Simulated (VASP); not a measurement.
# GaN (P6_3mc) in VASP: vibrations by perturbation theory with PBE

Aim: the vibrations by perturbation theory of GaN with PBE.

All numbers are computed with VASP 6.6.1; they aren't measurements. Logs are shortened: lines on timing, memory, paths and dates and some standing lists are left out, and cuts for length are marked.

## Step 1: The cell of the first run

It takes space group P6_3mc (No. 186, hexagonal). The conventional cell has a = 3.152 Å, b = 3.152 Å, c = 5.138 Å, α = 90.00°, β = 90.00°, γ = 120.00°. Ga (site symmetry 3m) has 4 N at 1.93 Å within 2.6 Å. N (site symmetry 3m) has 4 Ga at 1.93 Å within 2.6 Å.

## Step 2: Vibrations by perturbation theory, PBE

Input file INCAR:

```
SYSTEM = GaN
PREC = Accurate
ENCUT = 520
EDIFF = 1E-8
ISMEAR = 0
SIGMA = 0.01
LREAL = .False.
LASPH = .True.
NELM = 60
ALGO = Normal
ISIF = 2
LWAVE = .False.
LCHARG = .False.
GGA = PE
NBANDS = 26
IBRION = 8
NSW = 1
LEPSILON = .True.
```

Input file KPOINTS:

```
Automatic mesh
0
Gamma
  12 12 6
  0 0 0
```

Input file POSCAR:

```
GaN
1.0
    3.1516453629      0.0000000000      0.0000000000
   -1.5758226815      2.7294049480      0.0000000000
    0.0000000000      0.0000000000      5.1383203668
Ga N
2 2
Direct
    0.6666666667      0.3333333333      0.4993009300
    0.3333333333      0.6666666667      0.9993009300
    0.6666666667      0.3333333333      0.8756990700
    0.3333333333      0.6666666667      0.3756990700
```

Potentials or basis: VASP PAW PBE potentials, release 64 (Ga_d, N).

Launch:

```sh
> cat potpaw_PBE.64/Ga_d/POTCAR potpaw_PBE.64/N/POTCAR > POTCAR
> mpirun -np 1 vasp_std > vasp.out
```

OUTCAR:

```text
SYSTEM = GaN
   PREC = Accurate
   ENCUT = 520
   EDIFF = 1E-8
   ISMEAR = 0
   LREAL = .False.
   LASPH = .True.
   NELM = 60
   ISIF = 2
   GGA = PE
   IBRION = 8
   NSW = 1
   LEPSILON = .True.

 ion  position               nearest neighbor table
   1  0.667  0.333  0.499-   4 1.93   4 1.93   4 1.93   3 1.93
   2  0.333  0.667  0.999-   3 1.93   3 1.93   3 1.93   4 1.93
   3  0.667  0.333  0.876-   2 1.93   2 1.93   2 1.93   1 1.93
   4  0.333  0.667  0.376-   1 1.93   1 1.93   1 1.93   2 1.93

  LATTYP: Found a hexagonal cell.
 ALAT       =     3.1516453629
 C/A-ratio  =     1.6303612162

  Lattice vectors:

 A1 = (   3.1516453629,   0.0000000000,   0.0000000000)
 A2 = (  -1.5758226815,   2.7294049480,   0.0000000000)
 A3 = (   0.0000000000,   0.0000000000,   5.1383203668)

Analysis of symmetry for initial positions (statically):
=====================================================================
 Subroutine PRICEL returns:
 Original cell was already a primitive cell.

 Routine SETGRP: Setting up the symmetry group for a
 hexagonal supercell.

 Subroutine GETGRP returns: Found 12 space group operations
 (whereof  6 operations were pure point group operations)
 out of a pool of 24 trial point group operations.

The static configuration has the point symmetry C_3v.
 The point group associated with its full space group is C_6v.

Analysis of symmetry for dynamics (positions and initial velocities):
=====================================================================
 Subroutine PRICEL returns:
 Original cell was already a primitive cell.

 Routine SETGRP: Setting up the symmetry group for a
 hexagonal supercell.

 Subroutine GETGRP returns: Found 12 space group operations
 (whereof  6 operations were pure point group operations)
 out of a pool of 24 trial point group operations.

The dynamic configuration has the point symmetry C_3v.
 The point group associated with its full space group is C_6v.

 Subroutine INISYM returns: Found 12 space group operations
 (whereof  6 operations are pure point group operations),
 and found     1 'primitive' translations

----------------------------------------------------------------------------------------

                                     Primitive cell

  volume of cell :      44.2004

  direct lattice vectors                    reciprocal lattice vectors
     3.151645363  0.000000000  0.000000000     0.317294583  0.183190113  0.000000000
    -1.575822682  2.729404948  0.000000000     0.000000000  0.366380225  0.000000000
     0.000000000  0.000000000  5.138320367     0.000000000  0.000000000  0.194616125

  length of vectors
     3.151645363  3.151645363  5.138320367     0.366380225  0.366380225  0.194616125

  position of ions in fractional coordinates (direct lattice)
     0.666666667  0.333333333  0.499300930
     0.333333333  0.666666667  0.999300930
     0.666666667  0.333333333  0.875699070
     0.333333333  0.666666667  0.375699070

  ion indices of the primitive-cell ions
   primitive index   ion index
                 1           1
                 2           2
                 3           3
                 4           4
[... 884 lines left out ...]
     0.50193 -0.00000  0.00000
    -0.00000  0.50193  0.00000
     0.00000  0.00000 -1.01983

[... ionic steps 4 to 9 ...]

--------------------------------------- Ionic step       10  -------------------------------------------

------------------------ aborting loop because EDIFF is reached ----------------------------------------

[... ionic steps 11 to 11 ...]

--------------------------------------- Ionic step       12  -------------------------------------------

 Free energy of the ion-electron system (eV)
  ---------------------------------------------------
  ---------------------------------------------------
  free energy    TOTEN  =        -0.24987402 eV

  energy without entropy =       -0.24987402

------------------------ aborting loop because EDIFF is reached ----------------------------------------

 INTERNAL STRAIN TENSOR  FOR ION    3  DIRECTION 3   (eV/Angst):
 -----------------------------------------------------------------------------
     6.44337 -0.00000 -0.00000
    -0.00000  6.44337 -0.00000
     0.00000  0.00000-12.23062

 MACROSCOPIC STATIC DIELECTRIC TENSOR (including local field effects in DFT)
 ------------------------------------------------------
           5.563964    -0.000000    -0.000000
          -0.000000     5.563964     0.000000
          -0.000000     0.000000     5.755559
 ------------------------------------------------------

 PIEZOELECTRIC TENSOR (including local field effects)  for field in x, y, z        (e  Angst)
          XX          YY          ZZ          XY          YZ          ZX
  --------------------------------------------------------------------------------
  x     0.00000     0.00000     0.00000    -0.00000    -0.00000     1.53566
  y    -0.00000    -0.00000     0.00000     0.00000     1.53567    -0.00000
  z     1.38472     1.38472    -2.81347    -0.00000     0.00000     0.00000

 PIEZOELECTRIC TENSOR (including local field effects)  for field in x, y, z        (C/m^2)
          XX          YY          ZZ          XY          YZ          ZX
  --------------------------------------------------------------------------------
  x     0.00000     0.00000     0.00000    -0.00000    -0.00000     0.55665
  y    -0.00000    -0.00000     0.00000     0.00000     0.55665    -0.00000
  z     0.50193     0.50193    -1.01983    -0.00000     0.00000     0.00000

 BORN EFFECTIVE CHARGES (including local field effects) (in |e|, cummulative output)
 ---------------------------------------------------------------------------------
 ion    1
    1     2.60188    -0.00000    -0.00000
    2    -0.00000     2.60188     0.00000
    3     0.00000     0.00000     2.73987
 ion    2
    1     2.60188    -0.00000     0.00000
    2    -0.00000     2.60188     0.00000
    3     0.00000     0.00000     2.73987
 ion    3
    1    -2.60188     0.00000     0.00000
    2     0.00000    -2.60188     0.00000
    3     0.00000    -0.00000    -2.73987
 ion    4
    1    -2.60188     0.00000    -0.00000
    2     0.00000    -2.60188    -0.00000
    3    -0.00000     0.00000    -2.73987

 INTERNAL STRAIN TENSOR FOR ION    4 for displacements in x,y,z  (eV/Angst):
          X           Y           Z          XY          YZ          ZX
  --------------------------------------------------------------------------------
  x     0.00000    -0.00000     0.00000   -11.11380    -0.00000     6.35712
  y   -11.11380    11.11380     0.00000    -0.00000     6.72344    -0.00000
  z     6.44337     6.44337   -12.23062    -0.00000     0.00000     0.00000

 SECOND DERIVATIVES (NOT SYMMETRIZED)
 ------------------------------------
               1X          1Y          1Z          2X          2Y          2Z          3X          3Y          3Z          4X          4Y          4Z
  1X   -14.450013    0.000000    0.000000    0.492288   -0.000000    0.000000    0.869653   -0.000000    0.000000   13.088072   -0.000000    0.000000
  1Y     0.000000  -14.450013    0.000000   -0.000000    0.492288    0.000000   -0.000000    0.869653    0.000000   -0.000000   13.088072    0.000000
  1Z     0.000000    0.000000  -21.639035    0.000000    0.000000    8.751407    0.000000   -0.000000    8.131482    0.000000    0.000000    4.756145
  2X     0.492288   -0.000000    0.000000  -14.450013    0.000000    0.000000   13.088072   -0.000000    0.000000    0.869653   -0.000000    0.000000
  2Y    -0.000000    0.492288    0.000000    0.000000  -14.450013    0.000000   -0.000000   13.088072    0.000000   -0.000000    0.869653    0.000000
  2Z     0.000000   -0.000000    8.751407   -0.000000   -0.000000  -21.639035   -0.000000    0.000000    4.756145    0.000000    0.000000    8.131482
  3X     0.856783   -0.000000    0.000000   13.074237   -0.000000    0.000000  -14.640918    0.000000    0.000000    0.709897   -0.000000    0.000000
  3Y    -0.000000    0.856783   -0.000000   -0.000000   13.074237    0.000000    0.000000  -14.640918    0.000000   -0.000000    0.709897    0.000000
  3Z    -0.000000    0.000000    8.108431   -0.000000    0.000000    4.766920    0.000000   -0.000000  -19.321589   -0.000000    0.000000    6.446238
  4X    13.074237   -0.000000   -0.000000    0.856783   -0.000000    0.000000    0.709897   -0.000000    0.000000  -14.640918    0.000000    0.000000
  4Y    -0.000000   13.074237    0.000000   -0.000000    0.856783   -0.000000   -0.000000    0.709897    0.000000    0.000000  -14.640918   -0.000000
  4Z     0.000000    0.000000    4.766920    0.000000    0.000000    8.108431    0.000000   -0.000000    6.446238   -0.000000   -0.000000  -19.321589

 Eigenvectors and eigenvalues of the dynamical matrix
 ----------------------------------------------------

   1 f  =   21.255578 THz   133.552738 2PiTHz  709.009776 cm-1    87.905969 meV
             X         Y         Z           dx          dy          dz
      1.575823  0.909802  2.565568    -0.000000    0.000000    0.053646
     -0.000000  1.819603  5.134728    -0.000000    0.000000   -0.053646
      1.575823  0.909802  4.499622    -0.000000    0.000000   -0.705069
     -0.000000  1.819603  1.930462     0.000000   -0.000000    0.705069
[... 71 lines left out ...]
  12 f/i=    0.006111 THz     0.038396 2PiTHz    0.203840 cm-1     0.025273 meV
             X         Y         Z           dx          dy          dz
      1.575823  0.909802  2.565568    -0.484389    0.426169    0.000000
     -0.000000  1.819603  5.134728    -0.484389    0.426169    0.000000
      1.575823  0.909802  4.499622    -0.217271    0.191156    0.000000
     -0.000000  1.819603  1.930462    -0.217271    0.191156    0.000000

--------------------------------------------------------------------------------------------------------

 MACROSCOPIC STATIC DIELECTRIC TENSOR IONIC CONTRIBUTION
 ------------------------------------------------------
           3.975062    -0.000000     0.000000
          -0.000000     3.975062     0.000000
           0.000000     0.000000     4.771576
 ------------------------------------------------------

 ELASTIC MODULI CONTR FROM IONIC RELAXATION (kBar)
 Direction    XX          YY          ZZ          XY          YZ          ZX
 --------------------------------------------------------------------------------
 XX        -819.5939    352.3384    442.7364      0.0000     -0.0000     -0.0000
 YY         352.3384   -819.5939    442.7364      0.0000      0.0000      0.0000
 ZZ         442.7364    442.7364   -839.0079     -0.0000      0.0000      0.0000
 XY           0.0000      0.0000     -0.0000   -585.9662     -0.0000      0.0000
 YZ          -0.0000      0.0000      0.0000     -0.0000   -205.4048      0.0000
 ZX          -0.0000      0.0000      0.0000      0.0000      0.0000   -216.9354
 --------------------------------------------------------------------------------

 PIEZOELECTRIC TENSOR IONIC CONTR  for field in x, y, z        (C/m^2)
          XX          YY          ZZ          XY          YZ          ZX
  --------------------------------------------------------------------------------
  x    -0.00000     0.00000     0.00000     0.00000     0.00000    -0.87379
  y    -0.00000     0.00000     0.00000     0.00000    -0.85026     0.00000
  z    -0.99349    -0.99349     1.88272     0.00000    -0.00000    -0.00000
```

Wall time 18 min (1 thread of Intel Xeon 6975P-C (Granite Rapids), shared host); peak memory 1 GiB.

What came out:

```yaml
Electronic_dielectric_tensor_diagonal: 5.56, 5.56, 5.76
Born_charges_mean_of_the_diagonal: Ga +2.65; N -2.65 e
Highest_phonon_frequency_at_Γ_LO-TO_splitting_left_out: 709 cm⁻¹
```

Phonon frequencies in cm⁻¹ (negative: imaginary):
| q point | frequencies |
| --- | --- |
| (0.000, 0.000, 0.000) | 0 0 0 134 134 341 548 570 570 582 582 709 |

Electronic dielectric tensor:
```
5.56 0.00 0.00
0.00 5.56 0.00
0.00 0.00 5.76
```

Born effective charge tensors (e):
atom 1, Ga
```
2.60 0.00 0.00
0.00 2.60 0.00
0.00 0.00 2.74
```
atom 2, Ga
```
2.60 0.00 0.00
0.00 2.60 0.00
0.00 0.00 2.74
```
atom 3, N
```
-2.60  0.00  0.00
 0.00 -2.60  0.00
 0.00  0.00 -2.74
```
atom 4, N
```
-2.60  0.00  0.00
 0.00 -2.60  0.00
 0.00  0.00 -2.74
```

Caveat: the cell stands under pressure or tension, which shifts response properties.
